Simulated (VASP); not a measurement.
# TiB2N3 (P4/mmm) in VASP: a series of runs, part 2 of 2

VASP 6.6.1.

## 3. Single point, PBE, collinear spin

This run uses another cell than the first one, of 11.07 Å³/atom.

The input, INCAR:

```
SYSTEM = TiB2N3
ALGO = Normal
EDIFF = 1E-6
ENCUT = 520
GGA = PE
ISIF = 2
ISMEAR = 0
ISPIN = 2
LASPH = .TRUE.
LCHARG = .FALSE.
LMAXMIX = 4
LORBIT = 11
LREAL = .FALSE.
LWAVE = .FALSE.
MAGMOM = -0.64 0 0 0 0 0
NBANDS = 30
NELM = 150
PREC = Accurate
SIGMA = 0.1
```

The input, KPOINTS:

```
k-points
0
G
  6 6 4
  0 0 0
```

The input, POSCAR:

```
TiB2N3
1.0
    3.1129245140      0.0000000000      0.0000000000
    0.0000000000      3.1129245140      0.0000000000
    0.0000000000      0.0000000000      6.8520312204
Ti B N
1 2 3
Direct
    0.5000000000      0.5000000000      0.5000000000
    0.5000000000      0.5000000000      0.0000000000
    0.0000000000      0.0000000000      0.0000000000
    0.0000000000      0.0000000000      0.5000000000
    0.5000000000      0.0000000000      0.0000000000
    0.0000000000      0.5000000000      0.0000000000
```

Potentials or basis: VASP PAW PBE potentials, release 64 (Ti_sv, B, N).

Started as:

```
> cat potpaw_PBE.64/Ti_sv/POTCAR potpaw_PBE.64/B/POTCAR potpaw_PBE.64/N/POTCAR > POTCAR
> mpirun -np 1 vasp_std > vasp.out
```

OUTCAR:

```text
SYSTEM = TiB2N3
   EDIFF = 1E-6
   ENCUT = 520
   GGA = PE
   ISIF = 2
   ISMEAR = 0
   ISPIN = 2
   LASPH = .TRUE.
   LORBIT = 11
   LREAL = .FALSE.
   NELM = 150
   PREC = Accurate

 ion  position               nearest neighbor table
   1  0.500  0.500  0.500-   4 2.20   4 2.20   4 2.20   4 2.20
   2  0.500  0.500  0.000-   5 1.56   6 1.56   5 1.56   6 1.56
   3  0.000  0.000  0.000-   5 1.56   6 1.56   6 1.56   5 1.56
   4  0.000  0.000  0.500-   1 2.20   1 2.20   1 2.20   1 2.20
   5  0.500  0.000  0.000-   2 1.56   3 1.56   2 1.56   3 1.56
   6  0.000  0.500  0.000-   2 1.56   3 1.56   3 1.56   2 1.56

  LATTYP: Found a simple tetragonal cell.
 ALAT       =     3.1129245140
 C/A-ratio  =     2.2011555981

  Lattice vectors:

 A1 = (   3.1129245140,   0.0000000000,   0.0000000000)
 A2 = (   0.0000000000,   3.1129245140,   0.0000000000)
 A3 = (   0.0000000000,   0.0000000000,   6.8520312204)

Analysis of symmetry for initial positions (statically):
=====================================================================
 Subroutine PRICEL returns:
 Original cell was already a primitive cell.

 Routine SETGRP: Setting up the symmetry group for a
 simple tetragonal supercell.

 Subroutine GETGRP returns: Found 16 space group operations
 (whereof 16 operations were pure point group operations)
 out of a pool of 16 trial point group operations.

The static configuration has the point symmetry D_4h.

Analysis of symmetry for dynamics (positions and initial velocities):
=====================================================================
 Subroutine PRICEL returns:
 Original cell was already a primitive cell.

 Routine SETGRP: Setting up the symmetry group for a
 simple tetragonal supercell.

 Subroutine GETGRP returns: Found 16 space group operations
 (whereof 16 operations were pure point group operations)
 out of a pool of 16 trial point group operations.

The dynamic configuration has the point symmetry D_4h.

Analysis of structural, dynamic, and magnetic symmetry:
=====================================================================
 Subroutine PRICEL returns:
 Original cell was already a primitive cell.

 Routine SETGRP: Setting up the symmetry group for a
 simple tetragonal supercell.

 Subroutine GETGRP returns: Found 16 space group operations
 (whereof 16 operations were pure point group operations)
 out of a pool of 16 trial point group operations.

The overall configuration has the point symmetry D_4h.

 Subroutine INISYM returns: Found 16 space group operations
 (whereof 16 operations are pure point group operations),
 and found     1 'primitive' translations

----------------------------------------------------------------------------------------

                                     Primitive cell

  volume of cell :      66.3982

  direct lattice vectors                    reciprocal lattice vectors
     3.112924514  0.000000000  0.000000000     0.321241326  0.000000000  0.000000000
     0.000000000  3.112924514  0.000000000     0.000000000  0.321241326  0.000000000
     0.000000000  0.000000000  6.852031220     0.000000000  0.000000000  0.145942125

  length of vectors
     3.112924514  3.112924514  6.852031220     0.321241326  0.321241326  0.145942125

[... 95 lines left out ...]
   ISYM   =      2    0-nonsym 1-usesym 2-fastsym
   POTIM  = 0.5000    time-step for ionic-motion
   TEBEG  =    0.0;   TEEND  =   0.0 temperature during run
   PSTRESS=    0.0 pullay stress
   NELECT =      33.0000    total number of electrons
   NUPDOWN=      -1.0000    fix difference up-down
   EMIN   =  10.00;   EMAX   =-10.00  energy-range for DOS
   EFERMI =   0.00;   METHOD = LEGACY
   ISMEAR =     0;   SIGMA  =   0.10  broadening in eV -4-tet -1-fermi 0-gaus
   EFERMI_NEDOS =   21; number of points for ismear=-14 and -15
   IALGO  =     38    algorithm
   IMIX   =      4    mixing-type and parameters
     AMIX     =   0.40;   BMIX     =  1.00
     AMIX_MAG =   1.60;   BMIX_MAG =  1.00
  volume/ion in A,a.u.               =      11.07        74.68
  Fermi-wavevector in a.u.,A,eV,Ry     =   1.296763  2.450527 22.879482  1.681595
  Thomas-Fermi vector in A             =   2.428199
   LORBIT       =     11    0 simple, 1 ext, 2 COOP (PROOUT), +10 PAW based schemes
   GGA     = PE    functional components
   LHFCALC =     F    Hartree Fock is set to
   AEXX    =    0.0000 exact exchange contribution
   IVDW    =     0    specifies the selected vdW correction
   LEPSILON=     F    determine dielectric tensor
   LRPA    =     F    only Hartree local field effects (RPA)
 spin polarized calculation
 Gauss-broadening in eV      SIGMA  =   0.10
  energy-cutoff  :      520.00
  volume of cell :       66.40
 maximum number of plane-waves:      1816
 NGX is ok and might be reduce to    24
   NGX = 11   NGY = 11   NGZ = 25

 number of electron      32.9999999 magnetization       0.0006177

 number of electron      32.9999999 magnetization      -0.0003460

 Free energy of the ion-electron system (eV)
  ---------------------------------------------------
  ext. energy  EPLUGINS =         0.00000000
  ---------------------------------------------------
  free energy    TOTEN  =       -44.29678900 eV

  energy without entropy =      -44.27074027  energy(sigma->0) =      -44.28376464

 E-fermi :   5.3699     XC(G=0): -10.2418

 val. band max:        5.3670026927   @ k =   0.3333   0.3333   0.5000
 cond. band min:       5.3804253976   @ k =   0.0000   0.0000   0.5000
 fundamental gap:      0.0134227049
 Fermi energy:         5.3699346209

 spin component 1

 k-point     1 :       0.0000    0.0000    0.0000
  band No.  band energies     occupation
      1     -52.6622      1.00000
      2     -29.0500      1.00000
      3     -28.6947      1.00000
      4     -28.6947      1.00000
      5     -16.1491      1.00000
      6      -8.8492      1.00000
[... 733 lines left out ...]
     27      12.7034      0.00000
     28      14.3654      0.00000

 [... further k-points ...]

 spin component 2

 k-point     1 :       0.0000    0.0000    0.0000
  band No.  band energies     occupation
      1     -52.6626      1.00000
      2     -29.0502      1.00000
      3     -28.6951      1.00000
      4     -28.6951      1.00000
      5     -16.1490      1.00000
      6      -8.8492      1.00000
[... 733 lines left out ...]
     27      12.7031      0.00000
     28      14.3654      0.00000

 [... further k-points ...]

 [bands above 28 left out]

------------------------ aborting loop because EDIFF is reached ----------------------------------------

  FORCE on cell =-STRESS in cart. coord.  units (eV):
  Direction    XX          YY          ZZ          XY          YZ          ZX
  --------------------------------------------------------------------------------------
  -------------------------------------------------------------------------------------
  Total       -0.3672786     -0.3672786     -0.0526599      0.0000000      0.0000000      0.0000000
  in kB       -8.8623658     -8.8623658     -1.2706727      0.0000000      0.0000000      0.0000000
  external PRESSURE =      -6.3318014 kB  Pullay stress =       0.0000000 kB

 VOLUME and BASIS-vectors are now :
 -----------------------------------------------------------------------------
  energy-cutoff  :      520.00
  volume of cell :       66.40
      direct lattice vectors                 reciprocal lattice vectors
     3.112924514  0.000000000  0.000000000     0.321241326  0.000000000  0.000000000
     0.000000000  3.112924514  0.000000000     0.000000000  0.321241326  0.000000000
     0.000000000  0.000000000  6.852031220     0.000000000  0.000000000  0.145942125

 POSITION                                       TOTAL-FORCE (eV/Angst)
 -----------------------------------------------------------------------------------
      1.55646      1.55646      3.42602         0.000000      0.000000      0.000000
      1.55646      1.55646      0.00000         0.000000      0.000000      0.000000
      0.00000      0.00000      0.00000         0.000000      0.000000      0.000000
      0.00000      0.00000      3.42602         0.000000      0.000000      0.000000
      1.55646      0.00000      0.00000         0.000000      0.000000      0.000000
      0.00000      1.55646      0.00000         0.000000      0.000000      0.000000
 -----------------------------------------------------------------------------------
    total drift:                                0.000000      0.000000     -0.000000

  FREE ENERGIE OF THE ION-ELECTRON SYSTEM (eV)
  ---------------------------------------------------
  free  energy   TOTEN  =       -44.2967890030 eV

  energy  without entropy=      -44.2707402675  energy(sigma->0) =      -44.28376464

 total charge

# of ion       s       p       d       tot
------------------------------------------
    1        2.149   6.112   1.760  10.021
    2        0.621   1.236   0.000   1.857
    3        0.623   1.216   0.000   1.838
    4        1.255   2.327   0.000   3.582
    5        1.278   2.731   0.000   4.009
    6        1.278   2.731   0.000   4.009
--------------------------------------------------
tot          7.204  16.353   1.760  25.317

 magnetization (x)

# of ion       s       p       d       tot
------------------------------------------
    1        0.000  -0.000  -0.000  -0.000
    2        0.000   0.000   0.000   0.000
    3        0.000   0.000   0.000   0.000
    4        0.000   0.000   0.000   0.000
    5        0.000   0.000   0.000   0.000
    6        0.000   0.000   0.000   0.000
--------------------------------------------------
tot          0.000   0.000  -0.000  -0.000
```

Run time: 73 s. Hardware: 1 thread of Intel Xeon 6975P-C (Granite Rapids), shared host; peak memory 0.25 GiB.

Results:

```
Free energy                                           : -44.2968 eV
Pressure                                              : -0.6 GPa
Net moment                                            : 0.00 μB per cell
Valence electrons inside the program's atomic spheres : Ti 10.02; B 1.86, 1.84; N 3.58, 4.01 (each value once)
```

Levels at points of the mesh, in eV from the Fermi level:
Spin up:
| k point | band 12 | band 13 | band 14 | band 15 | band 16 | band 17 | band 18 | band 19 | band 20 | band 21 |
| --- | --- | --- | --- | --- | --- | --- | --- | --- | --- | --- |
| (0.00, 0.00, 0.00) | -3.66 | -2.58 | -1.29 | -1.29 | -1.13 | -0.86 | -0.74 | 0.09 | 0.90 | 0.90 |
| (0.50, 0.00, 0.00) | -5.55 | -5.47 | -5.35 | -3.71 | -2.90 | 0.14 | 1.08 | 2.00 | 2.17 | 4.01 |
| (0.50, 0.50, 0.00) | -3.25 | -3.25 | -1.68 | -0.35 | -0.14 | -0.14 | 0.35 | 0.35 | 0.51 | 0.54 |
| (0.00, 0.00, 0.50) | -3.66 | -3.10 | -1.29 | -1.29 | -1.19 | -0.67 | -0.04 | 0.01 | 0.91 | 0.91 |
| (0.50, 0.00, 0.50) | -5.80 | -5.33 | -5.02 | -3.72 | -3.28 | 0.51 | 1.08 | 2.03 | 2.19 | 3.46 |
| (0.50, 0.50, 0.50) | -2.92 | -2.92 | -1.37 | -0.87 | -0.29 | -0.29 | 0.03 | 0.35 | 0.35 | 1.34 |
Spin down:
```tsv
k point	band 12	band 13	band 14	band 15	band 16	band 17	band 18	band 19	band 20	band 21
(0.00, 0.00, 0.00)	-3.66	-2.58	-1.29	-1.29	-1.13	-0.86	-0.74	0.09	0.90	0.90
(0.50, 0.00, 0.00)	-5.55	-5.47	-5.35	-3.71	-2.90	0.14	1.08	2.00	2.17	4.01
(0.50, 0.50, 0.00)	-3.25	-3.25	-1.68	-0.35	-0.14	-0.14	0.35	0.35	0.51	0.54
(0.00, 0.00, 0.50)	-3.66	-3.10	-1.29	-1.29	-1.20	-0.67	-0.04	0.01	0.91	0.91
(0.50, 0.00, 0.50)	-5.80	-5.33	-5.02	-3.72	-3.28	0.51	1.08	2.03	2.19	3.46
(0.50, 0.50, 0.50)	-2.92	-2.92	-1.37	-0.86	-0.29	-0.29	0.03	0.35	0.35	1.34
```
